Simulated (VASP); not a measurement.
# Sc2BP3 (P4/mmm) in VASP: single point with PBE

Aim: the single point of Sc2BP3 with PBE.

Everything below comes from runs of VASP 6.6.1. Logs are shortened: lines on timing, memory, paths and dates and some standing lists are left out, and cuts for length are marked.

## 1. The cell of the first run

It takes space group P4/mmm (No. 123, tetragonal). The conventional cell has a = 3.305 Å, b = 3.305 Å, c = 8.257 Å, α = 90.00°, β = 90.00°, γ = 90.00°. Within 3.4 Å of Sc (site symmetry 4mm) lie 1 B at 2.52 Å and 8 P at 2.74 to 2.84 Å and 5 Sc at 3.22 to 3.30 Å. Within 3.4 Å of B (site symmetry 4/mmm) lie 2 Sc at 2.52 Å and 8 P at 2.57 Å and 4 B at 3.30 Å. P (site symmetry 4mm) has 1 P at 2.16 Å and 4 B at 2.57 Å and 4 Sc at 2.74 Å within 2.9 Å. P (site symmetry 4/mmm) has 8 Sc at 2.84 Å and 6 P at 3.05 to 3.30 Å within 3.7 Å.

The cell was generated, and may not be a known phase.

## 2. Single point, PBE, collinear spin

Contents of INCAR:

```
PREC = Accurate
ENCUT = 520
EDIFF = 1E-7
ISMEAR = 0
SIGMA = 0.1
LREAL = F
LASPH = T
NELM = 150
ALGO = Normal
ISIF = 2
LWAVE = F
LCHARG = F
ISPIN = 2
MAGMOM = 1 1 0 0 0 0
LORBIT = 11
LMAXMIX = 4
GGA = PE
NBANDS = 33
```

Contents of KPOINTS:

```
regular mesh
0
Gamma
  6 6 2
```

Contents of POSCAR:

```
Sc2BP3
1.0
    3.3046790720      0.0000000000      0.0000000000
    0.0000000000      3.3046790720      0.0000000000
    0.0000000000      0.0000000000      8.2565049642
Sc B P
2 1 3
Direct
    0.5000000000      0.5000000000      0.3051308495
    0.5000000000      0.5000000000      0.6948691505
    0.5000000000      0.5000000000      0.0000000000
    0.0000000000      0.0000000000      0.8692425961
    0.0000000000      0.0000000000      0.1307574039
    0.0000000000      0.0000000000      0.5000000000
```

Potentials or basis: VASP PAW PBE potentials, release 64 (Sc_sv, B, P).

The run is started by

```sh
$ cat potpaw_PBE.64/Sc_sv/POTCAR potpaw_PBE.64/B/POTCAR potpaw_PBE.64/P/POTCAR > POTCAR
$ mpirun -np 1 vasp_std > vasp.out
```

OUTCAR:

```text
PREC = Accurate
   ENCUT = 520
   EDIFF = 1E-7
   ISMEAR = 0
   LREAL = F
   LASPH = T
   NELM = 150
   ISIF = 2
   ISPIN = 2
   LORBIT = 11
   GGA = PE

 ion  position               nearest neighbor table
   1  0.500  0.500  0.305-   3 2.52   5 2.74   5 2.74   5 2.74   5 2.74   6 2.84   6 2.84   6 2.84
                             6 2.84   2 3.22
   2  0.500  0.500  0.695-   3 2.52   4 2.74   4 2.74   4 2.74   4 2.74   6 2.84   6 2.84   6 2.84
                             6 2.84   1 3.22
   3  0.500  0.500  0.000-   1 2.52   2 2.52
   4  0.000  0.000  0.869-   5 2.16   2 2.74   2 2.74   2 2.74   2 2.74
   5  0.000  0.000  0.131-   4 2.16   1 2.74   1 2.74   1 2.74   1 2.74
   6  0.000  0.000  0.500-   1 2.84   2 2.84   1 2.84   2 2.84   1 2.84   2 2.84   1 2.84   2 2.84

  LATTYP: Found a simple tetragonal cell.
 ALAT       =     3.3046790720
 C/A-ratio  =     2.4984286777

  Lattice vectors:

 A1 = (   3.3046790720,   0.0000000000,   0.0000000000)
 A2 = (   0.0000000000,   3.3046790720,   0.0000000000)
 A3 = (   0.0000000000,   0.0000000000,   8.2565049642)

Analysis of symmetry for initial positions (statically):
=====================================================================
 Subroutine PRICEL returns:
 Original cell was already a primitive cell.

 Routine SETGRP: Setting up the symmetry group for a
 simple tetragonal supercell.

 Subroutine GETGRP returns: Found 16 space group operations
 (whereof 16 operations were pure point group operations)
 out of a pool of 16 trial point group operations.

The static configuration has the point symmetry D_4h.

Analysis of symmetry for dynamics (positions and initial velocities):
=====================================================================
 Subroutine PRICEL returns:
 Original cell was already a primitive cell.

 Routine SETGRP: Setting up the symmetry group for a
 simple tetragonal supercell.

 Subroutine GETGRP returns: Found 16 space group operations
 (whereof 16 operations were pure point group operations)
 out of a pool of 16 trial point group operations.

The dynamic configuration has the point symmetry D_4h.

Analysis of structural, dynamic, and magnetic symmetry:
=====================================================================
 Subroutine PRICEL returns:
 Original cell was already a primitive cell.

 Routine SETGRP: Setting up the symmetry group for a
 simple tetragonal supercell.

 Subroutine GETGRP returns: Found 16 space group operations
 (whereof 16 operations were pure point group operations)
 out of a pool of 16 trial point group operations.

The overall configuration has the point symmetry D_4h.

 Subroutine INISYM returns: Found 16 space group operations
 (whereof 16 operations are pure point group operations),
 and found     1 'primitive' translations

----------------------------------------------------------------------------------------

                                     Primitive cell

  volume of cell :      90.1685

  direct lattice vectors                    reciprocal lattice vectors
     3.304679072  0.000000000  0.000000000     0.302601245  0.000000000  0.000000000
     0.000000000  3.304679072  0.000000000     0.000000000  0.302601245  0.000000000
     0.000000000  0.000000000  8.256504964     0.000000000  0.000000000  0.121116623

  length of vectors
     3.304679072  3.304679072  8.256504964     0.302601245  0.302601245  0.121116623

  position of ions in fractional coordinates (direct lattice)
     0.500000000  0.500000000  0.305130850
     0.500000000  0.500000000  0.694869150
     0.500000000  0.500000000  0.000000000
     0.000000000  0.000000000  0.869242596
     0.000000000  0.000000000  0.130757404
     0.000000000  0.000000000  0.500000000

  ion indices of the primitive-cell ions
   primitive index   ion index
                 1           1
                 2           2
                 3           3
                 4           4
                 5           5
                 6           6

[... 33 lines left out ...]
  0.333333  0.166667  0.000000      8.000000
[... 12 lines left out ...]
  0.500000  0.333333  0.500000      4.000000
  0.500000  0.500000  0.500000      1.000000
   k-points           NKPTS =     20   k-points in BZ     NKDIM =     20   number of bands    NBANDS=     33
   number of dos      NEDOS =    301   number of ions     NIONS =      6
   total plane-waves  NPLWV =  50176
   dimension x,y,z NGX =    28 NGY =   28 NGZ =   64
   dimension x,y,z NGXF=    56 NGYF=   56 NGZF=  128
   ions per type =               2   1   3
   NGX,Y,Z   is equivalent  to a cutoff of  14.09, 14.09, 12.89 a.u.
   NGXF,Y,Z  is equivalent  to a cutoff of  28.17, 28.17, 25.77 a.u.
 SYSTEM =  unknown system
   PREC   = accura    normal or accurate (medium, high low for compatibility)
   ISTART =      0    job   : 0-new  1-cont  2-samecut
   ICHARG =      2    charge: 1-file 2-atom 10-const
   ISPIN  =      2    spin polarized calculation?
   LNONCOLLINEAR =      F non collinear calculations
   LSORBIT =      F    spin-orbit coupling
   LASPH  =      T    aspherical Exc in radial PAW
   ENCUT  =  520.0 eV  38.22 Ry    6.18 a.u.   6.14  6.14 15.35*2*pi/ulx,y,z
   NELM   =    150;   NELMIN=  2; NELMDL= -5     # of ELM steps
   EDIFF  = 0.1E-06   stopping-criterion for ELM
   LREAL  =      F    real-space projection
   EDIFFG = 0.1E-05   stopping-criterion for IOM
   NSW    =      0    number of steps for IOM
   IBRION =     -1    ionic relax: 0-MD 1-quasi-New 2-CG
   NFREE  =      0    steps in history (QN), initial steepest desc. (CG)
   ISIF   =      2    stress and relaxation
   ISYM   =      2    0-nonsym 1-usesym 2-fastsym
   POTIM  = 0.5000    time-step for ionic-motion
   TEBEG  =    0.0;   TEEND  =   0.0 temperature during run
   PSTRESS=    0.0 pullay stress
   NELECT =      40.0000    total number of electrons
   NUPDOWN=      -1.0000    fix difference up-down
   EMIN   =  10.00;   EMAX   =-10.00  energy-range for DOS
   EFERMI =   0.00;   METHOD = LEGACY
   ISMEAR =     0;   SIGMA  =   0.10  broadening in eV -4-tet -1-fermi 0-gaus
   EFERMI_NEDOS =   21; number of points for ismear=-14 and -15
   IALGO  =     38    algorithm
   IMIX   =      4    mixing-type and parameters
     AMIX     =   0.40;   BMIX     =  1.00
     AMIX_MAG =   1.60;   BMIX_MAG =  1.00
  volume/ion in A,a.u.               =      15.03       101.41
  Fermi-wavevector in a.u.,A,eV,Ry     =   1.248561  2.359439 21.210196  1.558905
  Thomas-Fermi vector in A             =   2.382642
   LORBIT       =     11    0 simple, 1 ext, 2 COOP (PROOUT), +10 PAW based schemes
   GGA     = PE    functional components
   LHFCALC =     F    Hartree Fock is set to
   AEXX    =    0.0000 exact exchange contribution
   IVDW    =     0    specifies the selected vdW correction
   LEPSILON=     F    determine dielectric tensor
   LRPA    =     F    only Hartree local field effects (RPA)
 spin polarized calculation
 Gauss-broadening in eV      SIGMA  =   0.10
  energy-cutoff  :      520.00
  volume of cell :       90.17
 maximum number of plane-waves:      2472
 NGX is ok and might be reduce to    28
   NGX = 13   NGY = 13   NGZ = 31

 number of electron      39.9999997 magnetization       0.0003607

 Free energy of the ion-electron system (eV)
  ---------------------------------------------------
  ext. energy  EPLUGINS =         0.00000000
  ---------------------------------------------------
  free energy    TOTEN  =       -37.00342014 eV

  energy without entropy =      -36.97971460  energy(sigma->0) =      -36.99156737

 E-fermi :   7.3158     XC(G=0): -11.2046

 val. band max:        7.3115208953   @ k =   0.5000   0.1667   0.5000
 cond. band min:       7.3180612754   @ k =   0.5000   0.1667   0.0000
 fundamental gap:      0.0065403802
 Fermi energy:         7.3157881198

 spin component 1

 k-point     1 :       0.0000    0.0000    0.0000
  band No.  band energies     occupation
      1     -41.8198      1.00000
      2     -41.8071      1.00000
      3     -20.5383      1.00000
      4     -20.4188      1.00000
      5     -20.4188      1.00000
      6     -20.4052      1.00000
[... 689 lines left out ...]
     31      12.7389      0.00000
     32      12.7989      0.00000
 Fermi energy:         7.3157881198

 spin component 2

 k-point     1 :       0.0000    0.0000    0.0000
  band No.  band energies     occupation
      1     -41.8198      1.00000
      2     -41.8070      1.00000
      3     -20.5382      1.00000
      4     -20.4187      1.00000
      5     -20.4187      1.00000
      6     -20.4052      1.00000
[... 689 lines left out ...]
     31      12.7392      0.00000
     32      12.7990      0.00000
 [bands above 32 left out]

------------------------ aborting loop because EDIFF is reached ----------------------------------------

  FORCE on cell =-STRESS in cart. coord.  units (eV):
  Direction    XX          YY          ZZ          XY          YZ          ZX
  --------------------------------------------------------------------------------------
  -------------------------------------------------------------------------------------
  Total        0.1584007      0.1584007      0.1877851      0.0000000      0.0000000     -0.0000000
  in kB        2.8145748      2.8145748      3.3366987      0.0000000      0.0000000     -0.0000000
  external PRESSURE =       2.9886161 kB  Pullay stress =       0.0000000 kB

 VOLUME and BASIS-vectors are now :
 -----------------------------------------------------------------------------
  energy-cutoff  :      520.00
  volume of cell :       90.17
      direct lattice vectors                 reciprocal lattice vectors
     3.304679072  0.000000000  0.000000000     0.302601245  0.000000000  0.000000000
     0.000000000  3.304679072  0.000000000     0.000000000  0.302601245  0.000000000
     0.000000000  0.000000000  8.256504964     0.000000000  0.000000000  0.121116623

 POSITION                                       TOTAL-FORCE (eV/Angst)
 -----------------------------------------------------------------------------------
      1.65234      1.65234      2.51931        -0.000000     -0.000000     -0.006099
      1.65234      1.65234      5.73719        -0.000000     -0.000000      0.006099
      1.65234      1.65234      0.00000        -0.000000      0.000000      0.000000
      0.00000      0.00000      7.17691         0.000000      0.000000      0.104680
      0.00000      0.00000      1.07960        -0.000000      0.000000     -0.104680
      0.00000      0.00000      4.12825        -0.000000      0.000000      0.000000
 -----------------------------------------------------------------------------------
    total drift:                                0.000000      0.000000      0.000000

  FREE ENERGIE OF THE ION-ELECTRON SYSTEM (eV)
  ---------------------------------------------------
  free  energy   TOTEN  =       -37.0034201361 eV

  energy  without entropy=      -36.9797146046  energy(sigma->0) =      -36.99156737

 total charge

# of ion       s       p       d       tot
------------------------------------------
    1        2.184   6.149   1.178   9.511
    2        2.184   6.149   1.178   9.511
    3        0.781   0.727   0.000   1.509
    4        1.072   1.373   0.000   2.446
    5        1.072   1.373   0.000   2.446
    6        1.048   1.479   0.000   2.528
--------------------------------------------------
tot          8.342  17.252   2.357  27.951

 magnetization (x)

# of ion       s       p       d       tot
------------------------------------------
    1        0.000   0.000   0.000   0.000
    2        0.000   0.000   0.000   0.000
    3        0.000   0.000   0.000   0.000
    4       -0.000  -0.000   0.000  -0.000
    5       -0.000  -0.000   0.000  -0.000
    6       -0.000  -0.000   0.000  -0.000
--------------------------------------------------
tot          0.000   0.000   0.000   0.000
```

It took 3.6 min on 1 thread of AMD EPYC 9755, shared host; peak memory 0.27 GiB.

Results:

```
Free energy                                           : -37.0034 eV
Pressure                                              : 0.3 GPa
Largest force                                         : 0.105 eV/Å
Band gap on the k mesh                                : zero (filled and empty bands overlap)
Net moment                                            : 0.00 μB per cell
Valence electrons inside the program's atomic spheres : Sc 9.51; B 1.51; P 2.45, 2.53 (each value once)
```

Forces on the atoms (eV/Å):
```
Sc   0.000  0.000 -0.006
Sc   0.000  0.000  0.006
B    0.000  0.000  0.000
P    0.000  0.000  0.105
P    0.000  0.000 -0.105
P    0.000  0.000  0.000
```

Levels at points of the mesh, in eV from the Fermi level:
Spin up:
| k point | band 18 | band 19 | band 20 | band 21 | band 22 | band 23 |
| --- | --- | --- | --- | --- | --- | --- |
| (0.00, 0.00, 0.00) | -0.12 | -0.12 | 0.10 | 0.29 | 0.29 | 0.72 |
| (0.50, 0.00, 0.00) | -0.64 | -0.26 | 0.04 | 0.52 | 0.69 | 1.36 |
| (0.50, 0.50, 0.00) | -3.19 | -3.19 | -1.85 | -1.23 | 0.97 | 1.72 |
| (0.00, 0.00, 0.50) | -0.42 | -0.35 | -0.35 | -0.06 | 0.58 | 0.58 |
| (0.50, 0.00, 0.50) | -1.27 | -0.73 | 0.02 | 0.64 | 1.64 | 1.99 |
| (0.50, 0.50, 0.50) | -3.17 | -3.17 | -1.62 | 0.61 | 1.68 | 1.68 |
Spin down:
```
           k point  band 18  band 19  band 20  band 21  band 22  band 23
(0.00, 0.00, 0.00)    -0.12    -0.12     0.10     0.29     0.29     0.72
(0.50, 0.00, 0.00)    -0.64    -0.26     0.04     0.52     0.69     1.36
(0.50, 0.50, 0.00)    -3.19    -3.19    -1.85    -1.23     0.97     1.72
(0.00, 0.00, 0.50)    -0.42    -0.35    -0.35    -0.06     0.58     0.58
(0.50, 0.00, 0.50)    -1.27    -0.73     0.02     0.64     1.64     1.99
(0.50, 0.50, 0.50)    -3.17    -3.17    -1.62     0.61     1.68     1.68
```

Caveat: the k points lie up to 0.38 Å⁻¹ apart, too coarse for converged energies and pressures of a metal.
